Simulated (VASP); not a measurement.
# Nb (Fm-3m) in VASP: notebook

The runs below take Nb through electric field gradients, with PBE.

Everything below comes from runs of VASP 6.6.1. Logs are shortened: lines on timing, memory, paths and dates and some standing lists are left out, and cuts for length are marked.

## (1) The cell of the first run

It takes space group Fm-3m (No. 225, cubic). Conventional cell: a = 4.173 Å, b = 4.173 Å, c = 4.173 Å, α = 90.00°, β = 90.00°, γ = 90.00°. Nb (site symmetry m-3m) has 12 Nb at 2.95 Å within 3.9 Å.

## (2) Electric field gradients, PBE (volume scaled by 0.96)

File INCAR:

```
SYSTEM = Nb
PREC     = Accurate       ! precision mode
ENCUT    = 520            ! plane-wave cutoff, eV
EDIFF    = 1E-8           ! SCF threshold, eV
ISMEAR   = -1             ! smearing method
SIGMA    = 0.08           ! smearing width, eV
LREAL    = .False.        ! projectors in reciprocal space
LASPH    = .True.         ! aspherical terms in the spheres
NELM     = 60             ! most SCF steps
ALGO     = Normal         ! electronic algorithm
ISIF     = 2              ! what is computed and relaxed
LWAVE    = .False.        ! write WAVECAR
LCHARG   = .False.        ! write CHGCAR
GGA      = PE             ! functional
LEFG     = .True.       
NBANDS   = 12             ! bands
```

File KPOINTS:

```
Automatic mesh
0
Gamma
  13 13 13
  0 0 0
```

File POSCAR:

```
Nb
1.0
    0.0000000000      2.0864154149      2.0864154149
    2.0864154149      0.0000000000      2.0864154149
    2.0864154149      2.0864154149      0.0000000000
Nb
1
Direct
    0.0000000000      0.0000000000      0.0000000000
```

Potentials or basis: VASP PAW PBE potentials, release 64 (Nb_sv).

Command:

```bash
$ cat potpaw_PBE.64/Nb_sv/POTCAR > POTCAR
$ mpirun -np 1 vasp_std > vasp.out
```

OUTCAR:

```text
SYSTEM = Nb
   PREC = Accurate
   ENCUT = 520
   EDIFF = 1E-8
   ISMEAR = -1
   LREAL = .False.
   LASPH = .True.
   NELM = 60
   ISIF = 2
   GGA = PE

 ion  position               nearest neighbor table
   1  0.000  0.000  0.000-

  LATTYP: Found a face centered cubic cell.
 ALAT       =     4.1728308298

  Lattice vectors:

 A1 = (   0.0000000000,   2.0864154149,   2.0864154149)
 A2 = (   2.0864154149,   0.0000000000,   2.0864154149)
 A3 = (   2.0864154149,   2.0864154149,   0.0000000000)

Analysis of symmetry for initial positions (statically):
=====================================================================
 Subroutine PRICEL returns:
 Original cell was already a primitive cell.

 Routine SETGRP: Setting up the symmetry group for a
 face centered cubic supercell.

 Subroutine GETGRP returns: Found 48 space group operations
 (whereof 48 operations were pure point group operations)
 out of a pool of 48 trial point group operations.

The static configuration has the point symmetry O_h .

Analysis of symmetry for dynamics (positions and initial velocities):
=====================================================================
 Subroutine PRICEL returns:
 Original cell was already a primitive cell.

 Routine SETGRP: Setting up the symmetry group for a
 face centered cubic supercell.

 Subroutine GETGRP returns: Found 48 space group operations
 (whereof 48 operations were pure point group operations)
 out of a pool of 48 trial point group operations.

The dynamic configuration has the point symmetry O_h .

 Subroutine INISYM returns: Found 48 space group operations
 (whereof 48 operations are pure point group operations),
 and found     1 'primitive' translations

----------------------------------------------------------------------------------------

                                     Primitive cell

  volume of cell :      18.1649

  direct lattice vectors                    reciprocal lattice vectors
     0.000000000  2.086415415  2.086415415    -0.239645469  0.239645469  0.239645469
     2.086415415  0.000000000  2.086415415     0.239645469 -0.239645469  0.239645469
     2.086415415  2.086415415  0.000000000     0.239645469  0.239645469 -0.239645469
[... 125 lines left out ...]
  ---------------------------------------------------
  free energy    TOTEN  =        -9.89865703 eV

  energy without entropy =       -9.86590211  energy(sigma->0) =       -9.88227957

 E-fermi :  11.4120     XC(G=0): -12.4597

 val. band max:       11.4104555178   @ k =  -0.3846   0.3077   0.0000
 cond. band min:      11.4227688784   @ k =   0.3846   0.2308   0.0000
 fundamental gap:      0.0123133606
 Fermi energy:        11.4120041197

 k-point     1 :       0.0000    0.0000    0.0000
  band No.  band energies     occupation
      1     -43.3356      2.00000
      2     -18.6593      2.00000
      3     -18.6593      2.00000
      4     -18.6593      2.00000
      5       5.1215      2.00000
      6      11.5060      0.47201
      7      11.5060      0.47201
      8      11.5060      0.47201
      9      14.2199      0.00000
     10      14.2199      0.00000
     11      23.2808      0.00000
     12      28.2029      0.00000
[... 331 lines left out ...]
 k-point    24 :       0.4615    0.1538    0.0000
  band No.  band energies     occupation
      1     -43.1094      2.00000
      2     -19.8120      2.00000
      3     -18.9783      2.00000
      4     -18.8982      2.00000
      5       8.1265      2.00000
      6      10.3563      2.00000
      7      11.4240      0.92528
      8      12.1708      0.00015
      9      16.3546      0.00000
     10      16.7867      0.00000
     11      22.5439      0.00000
     12      25.1250      0.00000

 [... further k-points ...]

------------------------ aborting loop because EDIFF is reached ----------------------------------------

  FORCE on cell =-STRESS in cart. coord.  units (eV):
  Direction    XX          YY          ZZ          XY          YZ          ZX
  --------------------------------------------------------------------------------------
  -------------------------------------------------------------------------------------
  Total        0.6384654      0.6384654      0.6384654      0.0000000      0.0000000      0.0000000
  in kB       56.3138957     56.3138957     56.3138957      0.0000000      0.0000000      0.0000000
  external PRESSURE =      56.3138957 kB  Pullay stress =       0.0000000 kB

 VOLUME and BASIS-vectors are now :
 -----------------------------------------------------------------------------
  energy-cutoff  :      520.00
  volume of cell :       18.16
      direct lattice vectors                 reciprocal lattice vectors
     0.000000000  2.086415415  2.086415415    -0.239645469  0.239645469  0.239645469
     2.086415415  0.000000000  2.086415415     0.239645469 -0.239645469  0.239645469
     2.086415415  2.086415415  0.000000000     0.239645469  0.239645469 -0.239645469

 POSITION                                       TOTAL-FORCE (eV/Angst)
 -----------------------------------------------------------------------------------
      0.00000      0.00000      0.00000         0.000000      0.000000      0.000000
 -----------------------------------------------------------------------------------
    total drift:                               -0.000000      0.000000     -0.000000

  FREE ENERGIE OF THE ION-ELECTRON SYSTEM (eV)
  ---------------------------------------------------
  free  energy   TOTEN  =        -9.8986570318 eV

  energy  without entropy=       -9.8659021087  energy(sigma->0) =       -9.88227957

 Electric field gradients (V/A^2)
---------------------------------------------------------------------
 ion       V_xx      V_yy      V_zz      V_xy      V_xz      V_yz
---------------------------------------------------------------------
   1      -0.000     0.000     0.000    -0.000    -0.000    -0.000
---------------------------------------------------------------------

 Electric field gradients after diagonalization (V/A^2)
 (convention: |V_zz| > |V_xx| > |V_yy|)
----------------------------------------------------------------------
 ion       V_xx      V_yy      V_zz     asymmetry (V_yy - V_xx)/ V_zz
----------------------------------------------------------------------
   1       0.000     0.000    -0.000       0.000
----------------------------------------------------------------------

           NMR quadrupolar parameters

 Cq : quadrupolar parameter    Cq=e*Q*V_zz/h
 eta: asymmetry parameters     (V_yy - V_xx)/ V_zz
 Q  : nuclear electric quadrupole moment in mb (millibarn)
----------------------------------------------------------------------
 ion       Cq(MHz)       eta       Q (mb)
----------------------------------------------------------------------
   1      -0.000       0.000       1.000
----------------------------------------------------------------------
```

OSZICAR:

```text
N       E                     dE             d eps       ncg     rms          rms(c)
DAV:   1     0.120531141709E+03    0.12053E+03   -0.73599E+03  2016   0.108E+03
DAV:   2    -0.547782463860E+01   -0.12601E+03   -0.12171E+03  2224   0.391E+02
DAV:   3    -0.100297556877E+02   -0.45519E+01   -0.43620E+01  2964   0.664E+01
DAV:   4    -0.103230691405E+02   -0.29331E+00   -0.29106E+00  2880   0.151E+01
DAV:   5    -0.103320498654E+02   -0.89807E-02   -0.89778E-02  2972   0.222E+00    0.692E+00
DAV:   6    -0.994067553161E+01    0.39137E+00   -0.61529E-01  3212   0.991E+00    0.248E+00
DAV:   7    -0.989351142254E+01    0.47164E-01   -0.19810E-01  3308   0.560E+00    0.101E+00
DAV:   8    -0.989859355383E+01   -0.50821E-02   -0.13327E-02  2368   0.154E+00    0.396E-02
DAV:   9    -0.989864344569E+01   -0.49892E-04   -0.94416E-04  3396   0.309E-01    0.432E-02
DAV:  10    -0.989866233504E+01   -0.18889E-04   -0.17533E-05  2432   0.595E-02    0.171E-02
DAV:  11    -0.989865724213E+01    0.50929E-05   -0.87354E-06  2544   0.517E-02    0.295E-03
DAV:  12    -0.989865716771E+01    0.74422E-07   -0.60169E-07  2768   0.622E-03    0.828E-04
DAV:  13    -0.989865703784E+01    0.12987E-06   -0.16925E-08  2264   0.165E-03    0.858E-05
DAV:  14    -0.989865703177E+01    0.60713E-08   -0.18446E-09  1456   0.701E-04
   1 F= -.98986570E+01 E0= -.98822796E+01  d E =-.327549E-01
```

Wall time 9.2 s (1 thread of Intel Xeon 6975P-C, shared host); peak memory 0.15 GiB.

What came out:

| Quantity | Value |
| --- | --- |
| Free energy | -9.8987 eV |
| Pressure | 5.6 GPa |

Caveat: the cell differs from its parent crystal (volume scaled by 0.96); without QUAD_EFG the Cq values of the log hold for a quadrupole moment of 1 mb, not for the nuclei.

## (3) Electric field gradients, PBE

This run uses another cell than the first one, of 18.92 Å³/atom, 1.042 times its volume.

File INCAR:

```
PREC = Accurate
ENCUT = 520
EDIFF = 1E-8
ISMEAR = -1
SIGMA = 0.08
LREAL = F
LASPH = T
NELM = 60
ALGO = Normal
ISIF = 2
LWAVE = F
LCHARG = F
GGA = PE
LEFG = T
NBANDS = 12
```

File KPOINTS:

```
Automatic mesh
0
Gamma
  13 13 13
```

File POSCAR:

```
Nb
1.0
    0.0000000000      2.1150000000      2.1150000000
    2.1150000000      0.0000000000      2.1150000000
    2.1150000000      2.1150000000      0.0000000000
Nb
1
Direct
    0.0000000000      0.0000000000      0.0000000000
```

Potentials or basis: VASP PAW PBE potentials, release 64 (Nb_sv).

Command:

```bash
$ cat potpaw_PBE.64/Nb_sv/POTCAR > POTCAR
$ mpirun -np 1 vasp_std > vasp.out
```

OUTCAR:

```text
PREC = Accurate
   ENCUT = 520
   EDIFF = 1E-8
   ISMEAR = -1
   LREAL = F
   LASPH = T
   NELM = 60
   ISIF = 2
   GGA = PE

 ion  position               nearest neighbor table
   1  0.000  0.000  0.000-

  LATTYP: Found a face centered cubic cell.
 ALAT       =     4.2300000000

  Lattice vectors:

 A1 = (   0.0000000000,   2.1150000000,   2.1150000000)
 A2 = (   2.1150000000,   0.0000000000,   2.1150000000)
 A3 = (   2.1150000000,   2.1150000000,   0.0000000000)

Analysis of symmetry for initial positions (statically):
=====================================================================
 Subroutine PRICEL returns:
 Original cell was already a primitive cell.

 Routine SETGRP: Setting up the symmetry group for a
 face centered cubic supercell.

 Subroutine GETGRP returns: Found 48 space group operations
[... 539 lines left out ...]
  external PRESSURE =     -14.1154019 kB  Pullay stress =       0.0000000 kB

 VOLUME and BASIS-vectors are now :
 -----------------------------------------------------------------------------
  energy-cutoff  :      520.00
  volume of cell :       18.92
      direct lattice vectors                 reciprocal lattice vectors
     0.000000000  2.115000000  2.115000000    -0.236406619  0.236406619  0.236406619
     2.115000000  0.000000000  2.115000000     0.236406619 -0.236406619  0.236406619
     2.115000000  2.115000000  0.000000000     0.236406619  0.236406619 -0.236406619

 POSITION                                       TOTAL-FORCE (eV/Angst)
 -----------------------------------------------------------------------------------
      0.00000      0.00000      0.00000        -0.000000      0.000000      0.000000
 -----------------------------------------------------------------------------------
    total drift:                               -0.000000      0.000000      0.000000

  FREE ENERGIE OF THE ION-ELECTRON SYSTEM (eV)
  ---------------------------------------------------
  free  energy   TOTEN  =        -9.9085829419 eV

  energy  without entropy=       -9.8756469558  energy(sigma->0) =       -9.89211495

 Electric field gradients (V/A^2)
---------------------------------------------------------------------
 ion       V_xx      V_yy      V_zz      V_xy      V_xz      V_yz
---------------------------------------------------------------------
   1      -0.000     0.000     0.000     0.000     0.000     0.000
---------------------------------------------------------------------

 Electric field gradients after diagonalization (V/A^2)
 (convention: |V_zz| > |V_xx| > |V_yy|)
----------------------------------------------------------------------
 ion       V_xx      V_yy      V_zz     asymmetry (V_yy - V_xx)/ V_zz
----------------------------------------------------------------------
   1      -0.000    -0.000     0.000       0.000
----------------------------------------------------------------------

           NMR quadrupolar parameters

 Cq : quadrupolar parameter    Cq=e*Q*V_zz/h
 eta: asymmetry parameters     (V_yy - V_xx)/ V_zz
 Q  : nuclear electric quadrupole moment in mb (millibarn)
----------------------------------------------------------------------
 ion       Cq(MHz)       eta       Q (mb)
----------------------------------------------------------------------
   1       0.000       0.000       1.000
----------------------------------------------------------------------
```

Run time: 8.1 s. Hardware: 1 thread of Intel Xeon 6975P-C, shared host; peak memory 0.15 GiB.

What came out:

| Quantity | Value |
| --- | --- |
| Free energy | -9.9086 eV |
| Pressure | -1.4 GPa |

Levels at points of the mesh, in eV from the Fermi level:
| k point | band 2 | band 3 | band 4 | band 5 | band 6 | band 7 | band 8 | band 9 | band 10 | band 11 |
| --- | --- | --- | --- | --- | --- | --- | --- | --- | --- | --- |
| (0.00, 0.00, 0.00) | -30.19 | -30.19 | -30.19 | -6.19 | 0.12 | 0.12 | 0.12 | 2.69 | 2.69 | 11.83 |

Caveat: without QUAD_EFG the Cq values of the log hold for a quadrupole moment of 1 mb, not for the nuclei.

## (4) Electric field gradients, PBE

This run uses another cell than the first one, of 18.92 Å³/atom, 1.042 times its volume.

File INCAR:

```
SYSTEM = Nb
  PREC = Accurate
  ENCUT = 520
  EDIFF = 1E-8
  ISMEAR = -1
  SIGMA = 0.08
  LREAL = .False.
  LASPH = .True.
  NELM = 60
  ALGO = Normal
  ISIF = 2
  LWAVE = .False.
  LCHARG = .False.
  GGA = PE
  LEFG = .True.
  NBANDS = 12
```

File KPOINTS:

```
regular mesh
0
Gamma
  13 13 13
  0 0 0
```

POSCAR is that of step 3.

Potentials or basis: VASP PAW PBE potentials, release 64 (Nb_sv).

Command:

```bash
$ cat potpaw_PBE.64/Nb_sv/POTCAR > POTCAR
$ mpirun -np 1 vasp_std > vasp.out
```

OUTCAR:

```text
SYSTEM = Nb
   PREC = Accurate
   ENCUT = 520
   EDIFF = 1E-8
   ISMEAR = -1
   LREAL = .False.
   LASPH = .True.
   NELM = 60
   ISIF = 2
   GGA = PE

 ion  position               nearest neighbor table
   1  0.000  0.000  0.000-

  LATTYP: Found a face centered cubic cell.
 ALAT       =     4.2300000000

  Lattice vectors:

 A1 = (   0.0000000000,   2.1150000000,   2.1150000000)
 A2 = (   2.1150000000,   0.0000000000,   2.1150000000)
 A3 = (   2.1150000000,   2.1150000000,   0.0000000000)

Analysis of symmetry for initial positions (statically):
=====================================================================
 Subroutine PRICEL returns:
 Original cell was already a primitive cell.

 Routine SETGRP: Setting up the symmetry group for a
 face centered cubic supercell.

 Subroutine GETGRP returns: Found 48 space group operations
 (whereof 48 operations were pure point group operations)
 out of a pool of 48 trial point group operations.

The static configuration has the point symmetry O_h .

Analysis of symmetry for dynamics (positions and initial velocities):
=====================================================================
 Subroutine PRICEL returns:
 Original cell was already a primitive cell.

 Routine SETGRP: Setting up the symmetry group for a
 face centered cubic supercell.

 Subroutine GETGRP returns: Found 48 space group operations
 (whereof 48 operations were pure point group operations)
 out of a pool of 48 trial point group operations.

The dynamic configuration has the point symmetry O_h .

 Subroutine INISYM returns: Found 48 space group operations
 (whereof 48 operations are pure point group operations),
[... 151 lines left out ...]
      2     -19.3566      2.00000
      3     -19.3566      2.00000
      4     -19.3566      2.00000
      5       4.6465      2.00000
      6      10.9599      0.35430
      7      10.9599      0.35430
      8      10.9599      0.35430
      9      13.5234      0.00000
     10      13.5234      0.00000
     11      22.6632      0.00000
     12      27.4044      0.00000
[... 331 lines left out ...]
 k-point    24 :       0.4615    0.1538    0.0000
  band No.  band energies     occupation
      1     -43.7635      2.00000
      2     -20.3678      2.00000
      3     -19.6369      2.00000
      4     -19.5674      2.00000
      5       7.6721      2.00000
      6       9.8515      1.99999
      7      10.8212      1.09869
      8      11.5938      0.00016
      9      15.5328      0.00000
     10      15.9483      0.00000
     11      21.5004      0.00000
     12      24.3243      0.00000

 [... further k-points ...]
[... 5 lines left out ...]
  --------------------------------------------------------------------------------------
  -------------------------------------------------------------------------------------
  Total       -0.1667031     -0.1667031     -0.1667031      0.0000000     -0.0000000      0.0000000
  in kB      -14.1154019    -14.1154019    -14.1154019      0.0000000     -0.0000000      0.0000000
  external PRESSURE =     -14.1154019 kB  Pullay stress =       0.0000000 kB

 VOLUME and BASIS-vectors are now :
 -----------------------------------------------------------------------------
  energy-cutoff  :      520.00
  volume of cell :       18.92
      direct lattice vectors                 reciprocal lattice vectors
     0.000000000  2.115000000  2.115000000    -0.236406619  0.236406619  0.236406619
     2.115000000  0.000000000  2.115000000     0.236406619 -0.236406619  0.236406619
     2.115000000  2.115000000  0.000000000     0.236406619  0.236406619 -0.236406619

 POSITION                                       TOTAL-FORCE (eV/Angst)
 -----------------------------------------------------------------------------------
      0.00000      0.00000      0.00000        -0.000000      0.000000      0.000000
 -----------------------------------------------------------------------------------
    total drift:                               -0.000000      0.000000      0.000000

  FREE ENERGIE OF THE ION-ELECTRON SYSTEM (eV)
  ---------------------------------------------------
  free  energy   TOTEN  =        -9.9085829419 eV

  energy  without entropy=       -9.8756469558  energy(sigma->0) =       -9.89211495

 Electric field gradients (V/A^2)
---------------------------------------------------------------------
 ion       V_xx      V_yy      V_zz      V_xy      V_xz      V_yz
---------------------------------------------------------------------
   1      -0.000     0.000     0.000     0.000     0.000     0.000
---------------------------------------------------------------------

 Electric field gradients after diagonalization (V/A^2)
 (convention: |V_zz| > |V_xx| > |V_yy|)
----------------------------------------------------------------------
 ion       V_xx      V_yy      V_zz     asymmetry (V_yy - V_xx)/ V_zz
----------------------------------------------------------------------
   1      -0.000    -0.000     0.000       0.000
----------------------------------------------------------------------

           NMR quadrupolar parameters

 Cq : quadrupolar parameter    Cq=e*Q*V_zz/h
 eta: asymmetry parameters     (V_yy - V_xx)/ V_zz
 Q  : nuclear electric quadrupole moment in mb (millibarn)
----------------------------------------------------------------------
 ion       Cq(MHz)       eta       Q (mb)
----------------------------------------------------------------------
   1       0.000       0.000       1.000
----------------------------------------------------------------------
```

Wall time 11 s (1 thread of Intel Xeon 6975P-C, shared host); peak memory 0.15 GiB.

Results:

```
Free energy : -9.9086 eV
Pressure    : -1.4 GPa
```

Levels at points of the mesh, in eV from the Fermi level:
| k point | band 3 | band 4 | band 5 | band 6 | band 7 | band 8 | band 9 | band 10 |
| --- | --- | --- | --- | --- | --- | --- | --- | --- |
| (0.00, 0.00, 0.00) | -30.19 | -30.19 | -6.19 | 0.12 | 0.12 | 0.12 | 2.69 | 2.69 |

Caveat: without QUAD_EFG the Cq values of the log hold for a quadrupole moment of 1 mb, not for the nuclei.
